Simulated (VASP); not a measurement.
Runs of VASP 6.6.1 on Nb. The structure is that of space group Fm-3m (No. 225), or close to it. The cells are those of the table. This isn't the form of Nb at room conditions, which is bcc.

```csv
cell,gap on the mesh (eV),pressure (GPa)
"a = 2.752 Å, angles 60.0°, 1 atom",none,51.4
"a = 2.932, b = 2.932, c = 2.871 Å, angles 60.7, 60.7, 58.6°, 1 atom",none,6.7
"a = 3.051, b = 3.051, c = 2.991 Å, angles 60.7, 60.7, 58.7°, 1 atom",none,(b)
"a = 3.230 Å, angles 60.0°, 1 atom",none,(a)
"a = 2.932, b = 2.932, c = 2.991 Å, angles 59.3, 59.3, 61.3°, 1 atom",none,-1.0
```

Alike in all rows: task single point; level PBEsol; potentials or basis VASP PAW PBE potentials, release 64 (Nb_sv); no spin polarisation; k mesh 20 × 20 × 20; cutoff (eV) 520; smearing gaussian 0.15 eV.

Task: Fill in the values left out.

Result: (a) -28.6; (b) -12.8.

Caveats: the PAW data sets were made with another functional, which shifts forces and pressure a little; the cell stands under pressure (at least some runs); the stress differs along the axes, from 3 to 15 GPa (at least some runs); the stress differs along the axes, from -15 to -8 GPa (at least some runs); the cell stands under tension (at least some runs); the stress differs along the axes, from -9 to 3 GPa (at least some runs).

A k mesh can miss the band edges, and the runs leave out spin-orbit coupling on Nb.

A gap of «none» marks levels without a gap at the run's occupations.
